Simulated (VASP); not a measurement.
A run of VASP 6.6.1 is set up as follows.

INCAR

```
SYSTEM = Ge
PREC = Accurate
ENCUT = 520
EDIFF = 1E-6
ISMEAR = -1
SIGMA = 0.05
LREAL = .FALSE.
LASPH = .TRUE.
NELM = 80
ALGO = Normal
ISIF = 2
LWAVE = .FALSE.
LCHARG = .FALSE.
GGA = PS
NBANDS = 36
```

Contents of KPOINTS:

```
regular mesh
0
G
  7 7 7
  0 0 0
```

File POSCAR:

```
Ge
1.0
    0.0000000000      2.9434548000      5.1156650000
    2.6831069400      0.0000000000      5.1156650000
    2.6831069400      2.9434548000      0.0000000000
Ge
4
Direct
    0.7264900000      0.2735100000      0.7264900000
    0.2735100000      0.7264900000      0.2735100000
    0.2181330000      0.2181330000      0.7818670000
    0.7818670000      0.7818670000      0.2181330000
```

Potentials or basis: VASP PAW PBE potentials, release 64 (Ge_d).

Run with:

```bash
$ cat potpaw_PBE.64/Ge_d/POTCAR > POTCAR
$ mpirun -np 1 vasp_std > vasp.out
```

(1) Estimate the pressure.

(2) Estimate the largest force.

(3) Estimate the band gap on the k mesh.

## Answers

(1) -6.0 GPa.

(2) 0.078 eV/Å.

(3) zero (bands 28 and 29 overlap by 2.50 eV).

Caveat: the cell stands under tension; the PAW data sets were made with another functional, which shifts forces and pressure a little.
